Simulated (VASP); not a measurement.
Be2C:

```xyz
3
Lattice="0.0000 2.1605 2.1605 2.1605 0.0000 2.1605 2.1605 2.1605 0.0000" Properties=species:S:1:pos:R:3 pbc="T T T"
C     0.0000    0.0000    0.0000
Be    1.0802    1.0802    1.0802
Be    3.2407    3.2407    3.2407
```

Base run:

```yaml
Program: VASP 6.6.1
Functional: PBE0
Potentials_or_basis: VASP PAW PBE potentials, release 64 (C, Be)
Cutoff: 520 eV
k_mesh: 6 × 6 × 6
Occupations: gaussian, width 0.01 eV
Spin: no spin polarisation
```

Its results: band gap on the k mesh 2.62 eV (least direct gap 5.85 eV); pressure -1.9 GPa.

Question: After a change of settings the same cell gave: band gap on the k mesh 1.16 eV (least direct gap 4.14 eV); pressure 1.3 GPa. Which change was it?
A. functional from PBE0 to PBE; cutoff from 520 eV to 600 eV
B. functional from PBE0 to r2SCAN; cutoff from 520 eV to 660 eV
C. functional from PBE0 to HSE06

Answer: A.

Caveats: the PAW data sets were made with another functional, which shifts forces and pressure a little (at least some runs).
